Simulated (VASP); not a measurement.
# KMgF3 (Amm2) in VASP: a series of runs

Runs on KMgF3. Level: LDA. Tasks: single point.

Everything below comes from runs of VASP 6.6.1. Logs are shortened: lines on timing, memory, paths and dates and some standing lists are left out, and cuts for length are marked.

## 1. The cell of the first run

It takes space group Amm2 (No. 38, orthorhombic). The conventional cell has a = 3.986 Å, b = 5.637 Å, c = 5.637 Å, α = 90.00°, β = 90.00°, γ = 90.00°. Within 3.1 Å of K (site symmetry mm2) lie 11 F at 2.32 to 3.10 Å. Mg (site symmetry mm2) has 4 F at 1.68 to 2.05 Å within 2.2 Å. F (site symmetry mm2) has 2 Mg at 2.05 Å and 1 K at 2.32 Å within 2.7 Å. F (site symmetry m) has 1 Mg at 1.68 Å within 2.2 Å.

## 2. Single point, LDA

Contents of INCAR:

```
SYSTEM = KMgF3
PREC = Accurate
ENCUT = 520
EDIFF = 1E-6
ISMEAR = 0
SIGMA = 0.05
LREAL = .FALSE.
LASPH = .TRUE.
NELM = 60
ALGO = Normal
ISIF = 2
LWAVE = .FALSE.
LCHARG = .FALSE.
GGA = CA
NBANDS = 24
```

Contents of KPOINTS:

```
regular mesh
0
G
  6 6 6
  0 0 0
```

Contents of POSCAR:

```
KMgF3
1.0
    3.9859000000      0.0000000000      0.0000000000
    0.0000000000      3.9859000000      0.0000000000
    0.0000000000      0.0000000000      3.9859000000
K Mg F
1 1 3
Direct
    0.5000000000      0.5000000000      0.5000000000
    0.0000000000      0.0000000000      0.0000000000
    0.5000000000      0.0887010187      0.0887010187
    0.0000000000      0.5887010187      0.0887010187
    0.0000000000      0.0887010187      0.5887010187
```

Potentials or basis: VASP PAW LDA potentials, release 64 (K_sv, Mg, F).

Command:

```bash
$ cat potpaw_LDA.64/K_sv/POTCAR potpaw_LDA.64/Mg/POTCAR potpaw_LDA.64/F/POTCAR > POTCAR
$ mpirun -np 1 vasp_std > vasp.out
```

OUTCAR:

```text
SYSTEM = KMgF3
   PREC = Accurate
   ENCUT = 520
   EDIFF = 1E-6
   ISMEAR = 0
   LREAL = .FALSE.
   LASPH = .TRUE.
   NELM = 60
   ISIF = 2
   GGA = CA

 ion  position               nearest neighbor table
   1  0.500  0.500  0.500-   3 2.32   4 2.60   5 2.60   4 2.60   5 2.60   2 3.45   2 3.45   2 3.45
                             2 3.45   2 3.45   2 3.45   2 3.45   2 3.45
   2  0.000  0.000  0.000-   4 1.68   5 1.68   3 2.05   3 2.05   4 2.37   5 2.37   1 3.45   1 3.45
                             1 3.45   1 3.45   1 3.45   1 3.45   1 3.45   1 3.45
   3  0.500  0.089  0.089-   2 2.05   2 2.05   1 2.32
   4  0.000  0.589  0.089-   2 1.68   2 2.37   1 2.60   1 2.60
   5  0.000  0.089  0.589-   2 1.68   2 2.37   1 2.60   1 2.60

  LATTYP: Found a simple cubic cell.
 ALAT       =     3.9859000000

  Lattice vectors:

 A1 = (   3.9859000000,   0.0000000000,   0.0000000000)
 A2 = (   0.0000000000,   3.9859000000,   0.0000000000)
 A3 = (   0.0000000000,   0.0000000000,   3.9859000000)

Analysis of symmetry for initial positions (statically):
=====================================================================
 Subroutine PRICEL returns:
 Original cell was already a primitive cell.

 Routine SETGRP: Setting up the symmetry group for a
 simple cubic supercell.

 Subroutine GETGRP returns: Found  4 space group operations
 (whereof  4 operations were pure point group operations)
 out of a pool of 48 trial point group operations.

The static configuration has the point symmetry C_2v.

Analysis of symmetry for dynamics (positions and initial velocities):
=====================================================================
 Subroutine PRICEL returns:
 Original cell was already a primitive cell.

 Routine SETGRP: Setting up the symmetry group for a
 simple cubic supercell.

 Subroutine GETGRP returns: Found  4 space group operations
 (whereof  4 operations were pure point group operations)
 out of a pool of 48 trial point group operations.

The dynamic configuration has the point symmetry C_2v.

 Subroutine INISYM returns: Found  4 space group operations
 (whereof  4 operations are pure point group operations),
 and found     1 'primitive' translations

----------------------------------------------------------------------------------------

                                     Primitive cell

  volume of cell :      63.3256

  direct lattice vectors                    reciprocal lattice vectors
     3.985900000  0.000000000  0.000000000     0.250884367  0.000000000  0.000000000
     0.000000000  3.985900000  0.000000000     0.000000000  0.250884367  0.000000000
     0.000000000  0.000000000  3.985900000     0.000000000  0.000000000  0.250884367

  length of vectors
     3.985900000  3.985900000  3.985900000     0.250884367  0.250884367  0.250884367

  position of ions in fractional coordinates (direct lattice)
     0.500000000  0.500000000  0.500000000
     0.000000000  0.000000000  0.000000000
     0.500000000  0.088701019  0.088701019
     0.000000000  0.588701019  0.088701019
     0.000000000  0.088701019  0.588701019

  ion indices of the primitive-cell ions
   primitive index   ion index
                 1           1
                 2           2
                 3           3
                 4           4
                 5           5

----------------------------------------------------------------------------------------

 KPOINTS: regular mesh

Automatic generation of k-mesh.
 Grid dimensions read from file:
 generate k-points for:    6    6    6

 Generating k-lattice:

  Cartesian coordinates                     Fractional coordinates (reciprocal lattice)
     0.041814061  0.000000000  0.000000000     0.166666667  0.000000000  0.000000000
     0.000000000  0.041814061  0.000000000     0.000000000  0.166666667  0.000000000
     0.000000000  0.000000000  0.041814061     0.000000000  0.000000000  0.166666667

  Length of vectors
     0.041814061  0.041814061  0.041814061

  Shift w.r.t. Gamma in fractional coordinates (k-lattice)
     0.000000000  0.000000000  0.000000000

 Subroutine IBZKPT returns following result:
 ===========================================

 Found     52 irreducible k-points:

 Following reciprocal coordinates:
            Coordinates               Weight
  0.000000  0.000000  0.000000      1.000000
  0.166667  0.000000  0.000000      2.000000
  0.000000  0.166667  0.000000      4.000000
  0.333333  0.000000  0.000000      2.000000
  0.000000  0.333333  0.000000      4.000000
  0.500000  0.000000  0.000000      1.000000
[... 16 lines left out ...]
  0.333333  0.000000  0.500000      4.000000
  0.500000  0.500000  0.000000      2.000000
 [... further k-points ...]
   k-points           NKPTS =     52   k-points in BZ     NKDIM =     52   number of bands    NBANDS=     24
   number of dos      NEDOS =    301   number of ions     NIONS =      5
   total plane-waves  NPLWV =  27000
   dimension x,y,z NGX =    30 NGY =   30 NGZ =   30
   dimension x,y,z NGXF=    60 NGYF=   60 NGZF=   60
   ions per type =               1   1   3
   NGX,Y,Z   is equivalent  to a cutoff of  12.51, 12.51, 12.51 a.u.
   NGXF,Y,Z  is equivalent  to a cutoff of  25.03, 25.03, 25.03 a.u.
 SYSTEM =  KMgF3
   PREC   = accura    normal or accurate (medium, high low for compatibility)
   ISTART =      0    job   : 0-new  1-cont  2-samecut
   ICHARG =      2    charge: 1-file 2-atom 10-const
   ISPIN  =      1    spin polarized calculation?
   LNONCOLLINEAR =      F non collinear calculations
   LSORBIT =      F    spin-orbit coupling
   LASPH  =      T    aspherical Exc in radial PAW
   ENCUT  =  520.0 eV  38.22 Ry    6.18 a.u.   7.41  7.41  7.41*2*pi/ulx,y,z
   NELM   =     60;   NELMIN=  2; NELMDL= -5     # of ELM steps
   EDIFF  = 0.1E-05   stopping-criterion for ELM
   LREAL  =      F    real-space projection
   EDIFFG = 0.1E-04   stopping-criterion for IOM
   NSW    =      0    number of steps for IOM
   IBRION =     -1    ionic relax: 0-MD 1-quasi-New 2-CG
   NFREE  =      0    steps in history (QN), initial steepest desc. (CG)
   ISIF   =      2    stress and relaxation
   ISYM   =      2    0-nonsym 1-usesym 2-fastsym
   POTIM  = 0.5000    time-step for ionic-motion
   TEBEG  =    0.0;   TEEND  =   0.0 temperature during run
   PSTRESS=    0.0 pullay stress
   NELECT =      32.0000    total number of electrons
   NUPDOWN=      -1.0000    fix difference up-down
   EMIN   =  10.00;   EMAX   =-10.00  energy-range for DOS
   EFERMI =   0.00;   METHOD = LEGACY
   ISMEAR =     0;   SIGMA  =   0.05  broadening in eV -4-tet -1-fermi 0-gaus
   EFERMI_NEDOS =   21; number of points for ismear=-14 and -15
   IALGO  =     38    algorithm
   IMIX   =      4    mixing-type and parameters
     AMIX     =   0.40;   BMIX     =  1.00
     AMIX_MAG =   1.60;   BMIX_MAG =  1.00
  volume/ion in A,a.u.               =      12.67        85.47
  Fermi-wavevector in a.u.,A,eV,Ry     =   1.303962  2.464132 23.134232  1.700318
  Thomas-Fermi vector in A             =   2.434930
   LORBIT       =      0    0 simple, 1 ext, 2 COOP (PROOUT), +10 PAW based schemes
   GGA     = CA    functional components
   LHFCALC =     F    Hartree Fock is set to
   AEXX    =    0.0000 exact exchange contribution
   IVDW    =     0    specifies the selected vdW correction
   LEPSILON=     F    determine dielectric tensor
   LRPA    =     F    only Hartree local field effects (RPA)
 non-spin polarized calculation
 Gauss-broadening in eV      SIGMA  =   0.05
  energy-cutoff  :      520.00
  volume of cell :       63.33
 maximum number of plane-waves:      1743
 NGX is ok and might be reduce to    30
   NGX = 15   NGY = 15   NGZ = 15

 number of electron      31.9999990 magnetization

 Free energy of the ion-electron system (eV)
  ---------------------------------------------------
  ext. energy  EPLUGINS =         0.00000000
  ---------------------------------------------------
  free energy    TOTEN  =       -25.76769668 eV

  energy without entropy =      -25.76769668  energy(sigma->0) =      -25.76769668

 E-fermi :  -1.7630     XC(G=0): -10.3365

 val. band max:       -2.0759108686   @ k =   0.5000   0.5000   0.5000
 cond. band min:       4.7441858804   @ k =   0.0000   0.0000   0.0000
 fundamental gap:      6.8200967490
 Fermi energy:        -1.7629994693

 k-point     1 :       0.0000    0.0000    0.0000
  band No.  band energies     occupation
      1     -26.9945      2.00000
      2     -21.8347      2.00000
      3     -21.2661      2.00000
      4     -21.0408      2.00000
      5     -10.7799      2.00000
      6     -10.7670      2.00000
[... 16 lines left out ...]
     23      10.9026      0.00000
     24      14.2922      0.00000

 k-point     2 :       0.1667    0.0000    0.0000
  band No.  band energies     occupation
      1     -26.9842      2.00000
      2     -21.8245      2.00000
      3     -21.2619      2.00000
      4     -21.0683      2.00000
      5     -10.7662      2.00000
      6     -10.7569      2.00000
[... 16 lines left out ...]
     23      11.2332      0.00000
     24      14.3139      0.00000

 k-point     3 :       0.0000    0.1667    0.0000
  band No.  band energies     occupation
      1     -26.9852      2.00000
      2     -21.8052      2.00000
      3     -21.2950      2.00000
      4     -21.0511      2.00000
      5     -10.7706      2.00000
      6     -10.7510      2.00000
[... 16 lines left out ...]
     23      10.9347      0.00000
     24      14.2658      0.00000

 k-point     4 :       0.3333    0.0000    0.0000
  band No.  band energies     occupation
      1     -26.9632      2.00000
      2     -21.8024      2.00000
      3     -21.2551      2.00000
      4     -21.1252      2.00000
      5     -10.7387      2.00000
      6     -10.7367      2.00000
[... 16 lines left out ...]
     23      11.9465      0.00000
     24      13.8159      0.00000

 k-point     5 :       0.0000    0.3333    0.0000
  band No.  band energies     occupation
      1     -26.9665      2.00000
      2     -21.7288      2.00000
      3     -21.3781      2.00000
      4     -21.0653      2.00000
      5     -10.7502      2.00000
      6     -10.7186      2.00000
[... 16 lines left out ...]
     23      11.2995      0.00000
     24      14.0798      0.00000

 k-point     6 :       0.5000    0.0000    0.0000
  band No.  band energies     occupation
      1     -26.9527      2.00000
      2     -21.7907      2.00000
      3     -21.2507      2.00000
      4     -21.1539      2.00000
      5     -10.7269      2.00000
      6     -10.7243      2.00000
[... 16 lines left out ...]
     23      12.4616      0.00000
     24      13.5906      0.00000
[... 379 lines left out ...]
 k-point    21 :       0.5000    0.3333    0.0000
  band No.  band energies     occupation
      1     -26.9321      2.00000
      2     -21.6402      2.00000
      3     -21.3683      2.00000
      4     -21.1810      2.00000
      5     -10.7986      2.00000
      6     -10.7845      2.00000
[... 16 lines left out ...]
     23      12.3759      0.00000
     24      13.1136      0.00000

 k-point    22 :       0.0000    0.5000    0.3333
  band No.  band energies     occupation
      1     -26.9365      2.00000
      2     -21.5429      2.00000
      3     -21.4604      2.00000
      4     -21.1688      2.00000
      5     -10.8436      2.00000
      6     -10.7685      2.00000
[... 16 lines left out ...]
     23      12.0688      0.00000
     24      12.8152      0.00000

 k-point    23 :       0.3333    0.0000    0.5000
  band No.  band energies     occupation
      1     -26.9333      2.00000
      2     -21.5621      2.00000
      3     -21.4729      2.00000
      4     -21.1510      2.00000
      5     -10.8048      2.00000
      6     -10.7707      2.00000
[... 16 lines left out ...]
     23      12.2686      0.00000
     24      12.9465      0.00000

 k-point    24 :       0.5000    0.5000    0.0000
  band No.  band energies     occupation
      1     -26.9252      2.00000
      2     -21.5147      2.00000
      3     -21.4829      2.00000
      4     -21.1902      2.00000
      5     -10.8182      2.00000
      6     -10.8036      2.00000
[... 16 lines left out ...]
     23      12.3721      0.00000
     24      12.7837      0.00000

 [... further k-points ...]
[... 5 lines left out ...]
  --------------------------------------------------------------------------------------
  -------------------------------------------------------------------------------------
  Total       -2.0069086      5.3940713      5.3940713      0.0000000     -1.7020912      0.0000000
  in kB      -50.7760575    136.4734171    136.4734171      0.0000000    -43.0639850      0.0000000
  external PRESSURE =      74.0569256 kB  Pullay stress =       0.0000000 kB

 VOLUME and BASIS-vectors are now :
 -----------------------------------------------------------------------------
  energy-cutoff  :      520.00
  volume of cell :       63.33
      direct lattice vectors                 reciprocal lattice vectors
     3.985900000  0.000000000  0.000000000     0.250884367  0.000000000  0.000000000
     0.000000000  3.985900000  0.000000000     0.000000000  0.250884367  0.000000000
     0.000000000  0.000000000  3.985900000     0.000000000  0.000000000  0.250884367

 POSITION                                       TOTAL-FORCE (eV/Angst)
 -----------------------------------------------------------------------------------
      1.99295      1.99295      1.99295         0.000000      0.654436      0.654436
      0.00000      0.00000      0.00000         0.000000      3.701448      3.701448
      1.99295      0.35355      0.35355         0.000000     -0.859059     -0.859059
      0.00000      2.34650      0.35355         0.000000     -3.839286      0.342461
      0.00000      0.35355      2.34650         0.000000      0.342461     -3.839286
 -----------------------------------------------------------------------------------
    total drift:                                0.000000      0.000865      0.000864

  FREE ENERGIE OF THE ION-ELECTRON SYSTEM (eV)
  ---------------------------------------------------
  free  energy   TOTEN  =       -25.7676966791 eV

  energy  without entropy=      -25.7676966791  energy(sigma->0) =      -25.76769668
```

Run time: 32 s. Hardware: 1 thread of Intel Xeon Platinum 8488C (Sapphire Rapids), shared host; peak memory 0.19 GiB.

Results:

| Quantity | Value |
| --- | --- |
| Free energy | -25.7677 eV |
| Pressure | 7.4 GPa |
| Largest force | 5.235 eV/Å |
| Band gap on the k mesh | 6.82 eV (least direct gap 7.13 eV) |

Forces on the atoms (eV/Å):
```
K    0.000  0.654  0.654
Mg   0.000  3.701  3.701
F    0.000 -0.859 -0.859
F    0.000 -3.839  0.342
F    0.000  0.342 -3.839
```

Caveat: the cell differs from its parent crystal (all F atoms moved -0.500 Å, as atom 3 towards its neighbour atom 1 (K) at 2.818 Å); the stress differs along the axes, from -5 to 14 GPa; forces of over 1 eV/Å act on the atoms, so gaps and moduli don't describe the material at rest. A k mesh can miss the band edges.

(Part 1 of 2 ends here.)
